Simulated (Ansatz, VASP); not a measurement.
**One calculation of LiH, two programs**

```
Li H
1.0
     0.00000    2.04269    2.04269
     2.04269    0.00000    2.04269
     2.04269    2.04269    0.00000
Li H
1 1
Direct
  0.00000 0.00000 0.00000
  0.50000 0.50000 0.50000
```

Alike in both runs: task single point; functional r2SCAN; k mesh 10 × 10 × 10; no spin polarisation.

|  | VASP | Ansatz |
| --- | --- | --- |
| version | VASP 6.6.1 | Ansatz 0.2.0 |
| potentials or method | VASP PAW PBE potentials, release 64 (Li_sv, H) | plane waves, PAW |
| plane-wave cutoff (eV) | 830 | 500 |
| occupations | gaussian, width 0.01 eV | fixed |
| valence electrons in the cell | 4 | 4 |

Ansatz gave:

| Quantity | Value |
| --- | --- |
| gap on the k mesh at the Fermi level (eV) | 3.66 |
| pressure (GPa) | -1.9 |

Task: What did VASP give for the same quantities?

Result: gap on the k mesh at the Fermi level (eV): 3.61; pressure (GPa): -2.1.

VASP's potentials were made for PBE, not for r2SCAN.
